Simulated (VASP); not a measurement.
# NbH2 (R-3m) in VASP: single point with PBEsol

Aim: the single point of NbH2 with PBEsol.

All numbers are computed with VASP 6.6.1; they aren't measurements. Logs are shortened: lines on timing, memory, paths and dates and some standing lists are left out, and cuts for length are marked.

## Step 1: The cell of the first run

Symmetry: R-3m, No. 166, trigonal system. The conventional cell has a = 3.230 Å, b = 3.230 Å, c = 7.447 Å, α = 90.00°, β = 90.00°, γ = 120.00°. Within 2.5 Å of Nb (site symmetry -3m) lie 8 H at 1.86 to 1.97 Å. Within 2.5 Å of H (site symmetry 3m) lie 4 Nb at 1.86 to 1.97 Å and 6 H at 2.24 Å.

## Step 2: Single point, PBEsol

The input, INCAR:

```
PREC     = Accurate       # precision mode
ENCUT    = 520            # plane-wave cutoff, eV
EDIFF    = 1E-7           # SCF threshold, eV
ISMEAR   = 0              # smearing method
SIGMA    = 0.15           # smearing width, eV
LREAL    = False          # projectors in reciprocal space
LASPH    = True           # aspherical terms in the spheres
NELM     = 60             # most SCF steps
ALGO     = Normal         # electronic algorithm
ISIF     = 2              # what is computed and relaxed
LWAVE    = False          # write WAVECAR
LCHARG   = False          # write CHGCAR
GGA      = PS             # functional
NBANDS   = 14             # bands
```

The input, KPOINTS:

```
regular mesh
0
Gamma
  16 16 16
```

The input, POSCAR:

```
NbH2
1.0
   -0.0896955749      2.1945720375      2.1945720375
    2.1945720375     -0.0896955749      2.1945720375
    2.1945720375      2.1945720375     -0.0896955749
Nb H
1 2
Direct
    0.0000000000      0.0000000000      0.0000000000
    0.2500000000      0.2500000000      0.2500000000
    0.7500000000      0.7500000000      0.7500000000
```

Potentials or basis: VASP PAW PBE potentials, release 64 (Nb_sv, H).

The run is started by

```
$ cat potpaw_PBE.64/Nb_sv/POTCAR potpaw_PBE.64/H/POTCAR > POTCAR
$ mpirun -np 1 vasp_std > vasp.out
```

OUTCAR:

```text
PREC = Accurate
   ENCUT = 520
   EDIFF = 1E-7
   ISMEAR = 0
   LREAL = False
   LASPH = True
   NELM = 60
   ISIF = 2
   GGA = PS

 ion  position               nearest neighbor table
   1  0.000  0.000  0.000-   2 1.86   3 1.86   3 1.97   3 1.97   2 1.97   2 1.97   3 1.97   2 1.97

   2  0.250  0.250  0.250-   1 1.86   1 1.97   1 1.97   1 1.97
   3  0.750  0.750  0.750-   1 1.86   1 1.97   1 1.97   1 1.97

  LATTYP: Found a trigonal (rhomboedric) cell.
 ALAT       =     3.1048893944
 COS(alpha) =     0.4587452802

  Lattice vectors:

 A1 = (  -0.0896955749,   2.1945720375,   2.1945720375)
 A2 = (   2.1945720375,  -0.0896955749,   2.1945720375)
 A3 = (   2.1945720375,   2.1945720375,  -0.0896955749)

Analysis of symmetry for initial positions (statically):
=====================================================================
 Subroutine PRICEL returns:
 Original cell was already a primitive cell.

 Routine SETGRP: Setting up the symmetry group for a
 trigonal (rhombohedral) supercell.

 Subroutine GETGRP returns: Found 12 space group operations
 (whereof 12 operations were pure point group operations)
 out of a pool of 12 trial point group operations.

The static configuration has the point symmetry D_3d.

Analysis of symmetry for dynamics (positions and initial velocities):
=====================================================================
 Subroutine PRICEL returns:
 Original cell was already a primitive cell.

 Routine SETGRP: Setting up the symmetry group for a
 trigonal (rhombohedral) supercell.

 Subroutine GETGRP returns: Found 12 space group operations
 (whereof 12 operations were pure point group operations)
 out of a pool of 12 trial point group operations.

The dynamic configuration has the point symmetry D_3d.

 Subroutine INISYM returns: Found 12 space group operations
 (whereof 12 operations are pure point group operations),
 and found     1 'primitive' translations

----------------------------------------------------------------------------------------

                                     Primitive cell

  volume of cell :      22.4340

  direct lattice vectors                    reciprocal lattice vectors
    -0.089695575  2.194572037  2.194572037    -0.214322062  0.223455016  0.223455016
     2.194572037 -0.089695575  2.194572037     0.223455016 -0.214322062  0.223455016
     2.194572037  2.194572037 -0.089695575     0.223455016  0.223455016 -0.214322062

  length of vectors
     3.104889394  3.104889394  3.104889394     0.381835350  0.381835350  0.381835350

  position of ions in fractional coordinates (direct lattice)
     0.000000000  0.000000000  0.000000000
     0.250000000  0.250000000  0.250000000
     0.750000000  0.750000000  0.750000000

  ion indices of the primitive-cell ions
   primitive index   ion index
                 1           1
                 2           2
                 3           3

----------------------------------------------------------------------------------------

 KPOINTS: regular mesh

Automatic generation of k-mesh.
 Grid dimensions read from file:
 generate k-points for:   16   16   16

 Generating k-lattice:

  Cartesian coordinates                     Fractional coordinates (reciprocal lattice)
    -0.013395129  0.013965938  0.013965938     0.062500000  0.000000000  0.000000000
     0.013965938 -0.013395129  0.013965938     0.000000000  0.062500000  0.000000000
     0.013965938  0.013965938 -0.013395129     0.000000000  0.000000000  0.062500000

  Length of vectors
     0.023864709  0.023864709  0.023864709

  Shift w.r.t. Gamma in fractional coordinates (k-lattice)
     0.000000000  0.000000000  0.000000000

 Subroutine IBZKPT returns following result:
 ===========================================

 Found    417 irreducible k-points:

 Following reciprocal coordinates:
            Coordinates               Weight
  0.000000  0.000000  0.000000      1.000000
  0.062500  0.000000  0.000000      6.000000
  0.125000  0.000000  0.000000      6.000000
  0.187500 -0.000000 -0.000000      6.000000
  0.250000  0.000000  0.000000      6.000000
  0.312500  0.000000  0.000000      6.000000
[... 16 lines left out ...]
 -0.125000  0.062500  0.000000     12.000000
 -0.062500  0.062500  0.000000      6.000000
 [... further k-points ...]
   k-points           NKPTS =    417   k-points in BZ     NKDIM =    417   number of bands    NBANDS=     14
   number of dos      NEDOS =    301   number of ions     NIONS =      3
   total plane-waves  NPLWV =  13824
   dimension x,y,z NGX =    24 NGY =   24 NGZ =   24
   dimension x,y,z NGXF=    48 NGYF=   48 NGZF=   48
   ions per type =               1   2
   NGX,Y,Z   is equivalent  to a cutoff of  12.85, 12.85, 12.85 a.u.
   NGXF,Y,Z  is equivalent  to a cutoff of  25.70, 25.70, 25.70 a.u.
 SYSTEM =  unknown system
   PREC   = accura    normal or accurate (medium, high low for compatibility)
   ISTART =      0    job   : 0-new  1-cont  2-samecut
   ICHARG =      2    charge: 1-file 2-atom 10-const
   ISPIN  =      1    spin polarized calculation?
   LNONCOLLINEAR =      F non collinear calculations
   LSORBIT =      F    spin-orbit coupling
   LASPH  =      T    aspherical Exc in radial PAW
   ENCUT  =  520.0 eV  38.22 Ry    6.18 a.u.   5.77  5.77  5.77*2*pi/ulx,y,z
   NELM   =     60;   NELMIN=  2; NELMDL= -5     # of ELM steps
   EDIFF  = 0.1E-06   stopping-criterion for ELM
   LREAL  =      F    real-space projection
   EDIFFG = 0.1E-05   stopping-criterion for IOM
   NSW    =      0    number of steps for IOM
   IBRION =     -1    ionic relax: 0-MD 1-quasi-New 2-CG
   NFREE  =      0    steps in history (QN), initial steepest desc. (CG)
   ISIF   =      2    stress and relaxation
   ISYM   =      2    0-nonsym 1-usesym 2-fastsym
   POTIM  = 0.5000    time-step for ionic-motion
   TEBEG  =    0.0;   TEEND  =   0.0 temperature during run
   PSTRESS=    0.0 pullay stress
   NELECT =      15.0000    total number of electrons
   NUPDOWN=      -1.0000    fix difference up-down
   EMIN   =  10.00;   EMAX   =-10.00  energy-range for DOS
   EFERMI =   0.00;   METHOD = LEGACY
   ISMEAR =     0;   SIGMA  =   0.15  broadening in eV -4-tet -1-fermi 0-gaus
   EFERMI_NEDOS =   21; number of points for ismear=-14 and -15
   IALGO  =     38    algorithm
   IMIX   =      4    mixing-type and parameters
     AMIX     =   0.40;   BMIX     =  1.00
     AMIX_MAG =   1.60;   BMIX_MAG =  1.00
  volume/ion in A,a.u.               =       7.48        50.46
  Fermi-wavevector in a.u.,A,eV,Ry     =   1.431538  2.705215 27.882450  2.049302
  Thomas-Fermi vector in A             =   2.551264
   LORBIT       =      0    0 simple, 1 ext, 2 COOP (PROOUT), +10 PAW based schemes
   GGA     = PS    functional components
   LHFCALC =     F    Hartree Fock is set to
   AEXX    =    0.0000 exact exchange contribution
   IVDW    =     0    specifies the selected vdW correction
   LEPSILON=     F    determine dielectric tensor
   LRPA    =     F    only Hartree local field effects (RPA)
 non-spin polarized calculation
 Gauss-broadening in eV      SIGMA  =   0.15
  energy-cutoff  :      520.00
  volume of cell :       22.43
 maximum number of plane-waves:       614
   NGX = 11   NGY = 11   NGZ = 11

 number of electron      14.9999999 magnetization

 Free energy of the ion-electron system (eV)
  ---------------------------------------------------
  ext. energy  EPLUGINS =         0.00000000
  ---------------------------------------------------
  free energy    TOTEN  =       -18.43857997 eV

  energy without entropy =      -18.42744388  energy(sigma->0) =      -18.43301193

 E-fermi :  10.5583     XC(G=0): -12.4416

 val. band max:       10.5562211650   @ k =  -0.1250   0.2500   0.0625
 cond. band min:      10.5587231709   @ k =   0.3750   0.2500   0.1250
 fundamental gap:      0.0025020059
 Fermi energy:        10.5583011511

 k-point     1 :       0.0000    0.0000    0.0000
  band No.  band energies     occupation
      1     -44.6827      2.00000
      2     -20.4566      2.00000
      3     -20.4566      2.00000
      4     -20.3641      2.00000
      5      -0.4198      2.00000
      6       8.8424      2.00000
      7       8.8424      2.00000
      8       9.4183      2.00000
      9       9.5897      2.00000
     10      11.9797      0.00000
     11      11.9797      0.00000
     12      23.2815      0.00000
     13      23.7912      0.00000
     14      23.7912      0.00000

 k-point     2 :       0.0625    0.0000    0.0000
  band No.  band energies     occupation
      1     -44.6787      2.00000
      2     -20.4854      2.00000
      3     -20.4594      2.00000
      4     -20.3726      2.00000
      5      -0.3088      2.00000
      6       7.8971      2.00000
      7       8.8889      2.00000
      8       9.5407      2.00000
      9      10.5933      0.74147
     10      11.9274      0.00000
     11      11.9587      0.00000
     12      22.0888      0.00000
     13      24.0295      0.00000
     14      24.7396      0.00000

 k-point     3 :       0.1250    0.0000    0.0000
  band No.  band energies     occupation
      1     -44.6676      2.00000
      2     -20.5736      2.00000
      3     -20.4673      2.00000
      4     -20.3898      2.00000
      5       0.0088      2.00000
      6       6.8471      2.00000
      7       9.0086      2.00000
      8       9.7041      2.00000
      9      11.6771      0.00000
     10      11.8128      0.00000
     11      12.2381      0.00000
     12      20.8406      0.00000
     13      24.7134      0.00000
     14      25.4126      0.00000
[... 324 lines left out ...]
 k-point    23 :      -0.1250    0.0625    0.0000
  band No.  band energies     occupation
      1     -44.6601      2.00000
      2     -20.6222      2.00000
      3     -20.4889      2.00000
      4     -20.3969      2.00000
      5       0.2350      2.00000
      6       6.3621      2.00000
      7       9.1042      2.00000
      8       9.8427      2.00000
      9      11.5091      0.00000
     10      12.0141      0.00000
     11      12.8332      0.00000
     12      20.4692      0.00000
     13      24.6572      0.00000
     14      26.0918      0.00000

 k-point    24 :      -0.0625    0.0625    0.0000
  band No.  band energies     occupation
      1     -44.6728      2.00000
      2     -20.5280      2.00000
      3     -20.4716      2.00000
      4     -20.3794      2.00000
      5      -0.1340      2.00000
      6       7.1961      2.00000
      7       8.9750      2.00000
      8       9.7112      2.00000
      9      11.3012      0.00000
     10      11.8922      0.00000
     11      11.9936      0.00000
     12      21.3707      0.00000
     13      24.1544      0.00000
     14      25.4736      0.00000

 [... further k-points ...]
[... 5 lines left out ...]
  --------------------------------------------------------------------------------------
  -------------------------------------------------------------------------------------
  Total        0.8506379      0.8506379      0.8506379      0.9807619      0.9807619      0.9807619
  in kB       60.7503255     60.7503255     60.7503255     70.0434345     70.0434345     70.0434345
  external PRESSURE =      60.7503255 kB  Pullay stress =       0.0000000 kB

 VOLUME and BASIS-vectors are now :
 -----------------------------------------------------------------------------
  energy-cutoff  :      520.00
  volume of cell :       22.43
      direct lattice vectors                 reciprocal lattice vectors
    -0.089695575  2.194572037  2.194572037    -0.214322062  0.223455016  0.223455016
     2.194572037 -0.089695575  2.194572037     0.223455016 -0.214322062  0.223455016
     2.194572037  2.194572037 -0.089695575     0.223455016  0.223455016 -0.214322062

 POSITION                                       TOTAL-FORCE (eV/Angst)
 -----------------------------------------------------------------------------------
      0.00000      0.00000      0.00000        -0.000000      0.000000      0.000000
      1.07486      1.07486      1.07486         0.269141      0.269141      0.269141
      3.22459      3.22459      3.22459        -0.269141     -0.269141     -0.269141
 -----------------------------------------------------------------------------------
    total drift:                               -0.000000      0.000000     -0.000000

  FREE ENERGIE OF THE ION-ELECTRON SYSTEM (eV)
  ---------------------------------------------------
  free  energy   TOTEN  =       -18.4385799651 eV

  energy  without entropy=      -18.4274438849  energy(sigma->0) =      -18.43301193
```

Wall time 67 s (1 thread of Intel Xeon Platinum 8259CL at 2.50GHz (Skylake/Cascade Lake), shared host); peak memory 0.24 GiB.

What came out:

| Item | Value |
| --- | --- |
| Free energy | -18.4386 eV |
| Pressure | 6.1 GPa |
| Largest force | 0.466 eV/Å |

Forces in eV/Å, atoms in the order of the input:
```
Nb   0.000  0.000  0.000
H    0.269  0.269  0.269
H   -0.269 -0.269 -0.269
```

Caveat: the PAW data sets were made with another functional, which shifts forces and pressure a little.
